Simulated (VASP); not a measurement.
NaI:

```
CELL_PARAMETERS angstrom
-0.00807 3.22972 3.22972
3.22972 -0.00807 3.22972
3.22165 3.22165 0.00000
ATOMIC_POSITIONS crystal
Na 0.00000 0.00000 0.00000
I 0.50000 0.50000 0.50000
```

This cell differs from its parent crystal: shear xy strain -0.5%.

Base run:

| Item | Value |
| --- | --- |
| Program | VASP 6.6.1 |
| Functional | PBE |
| Potentials or basis | VASP PAW PBE potentials, release 64 (Na_pv, I) |
| Cutoff | 520 eV |
| k mesh | 8 × 8 × 8 |
| Occupations | fermi-dirac, width 0.02 eV |
| Spin | no spin polarisation |

Its results: band gap on the k mesh 3.65 eV, direct; pressure 0.5 GPa.

Question: The run is repeated on the same cell with these changes: functional from PBE to r2SCAN; occupations from fermi-dirac, width 0.02 eV to gaussian, width 0.01 eV. What comes out?

Answer: Band gap on the k mesh 4.45 eV, direct; pressure -0.1 GPa.

Caveats: spin-orbit coupling is left out, which moves the levels of the heavy elements; the PAW data sets were made with another functional, which shifts forces and pressure a little (some runs).

